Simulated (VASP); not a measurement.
Wanted: the native input for a VASP 6.6.1 run.

```yaml
Task: single point
Functional: PBE
Potentials_or_basis: VASP PAW PBE potentials, release 64 (Sr_sv)
Cutoff: 500 eV
k_mesh: 10 × 10 × 10
Occupations: gaussian, width 0.05 eV
Spin: no spin polarisation
Dipole_correction: no
Further_INCAR_settings: ALGO = Normal; EDIFF = 1e-06; NBANDS = 11
```

The structure of Sr lies in POSCAR:

```
Sr
1.0
    0.0000000000      3.0400000000      3.0400000000
    3.0400000000      0.0000000000      3.0400000000
    3.0400000000      3.0400000000      0.0000000000
Sr
1
Direct
    0.0000000000      0.0000000000      0.0000000000
```

One way to write it, as run:

INCAR

```
SYSTEM = Sr
PREC     = Accurate       ! precision mode
ENCUT    = 500            ! plane-wave cutoff, eV
EDIFF    = 1E-6           ! SCF threshold, eV
ISMEAR   = 0              ! smearing method
SIGMA    = 0.05           ! smearing width, eV
LREAL    = .False.        ! projectors in reciprocal space
LASPH    = .True.         ! aspherical terms in the spheres
NELM     = 120            ! most SCF steps
ALGO     = Normal         ! electronic algorithm
ISIF     = 2              ! what is computed and relaxed
LWAVE    = .False.        ! write WAVECAR
LCHARG   = .False.        ! write CHGCAR
GGA      = PE             ! functional
NBANDS   = 11             ! bands
GGA_COMPAT= .False.
```

KPOINTS

```
Automatic mesh
0
Gamma
  10 10 10
  0 0 0
```

Potentials or basis: VASP PAW PBE potentials, release 64 (Sr_sv).

Run with:

```console
$ cat potpaw_PBE.64/Sr_sv/POTCAR > POTCAR
$ mpirun -np 1 vasp_std > vasp.out
```

Results of the run:

* Pressure: -0.3 GPa
* Band gap on the k mesh: zero (bands 5 and 6 overlap by 0.05 eV)

Run time: 19 s on 1 thread of AMD EPYC 7R43 64-Core Processor (Zen 3) (shared host), peak memory 0.15 GiB.
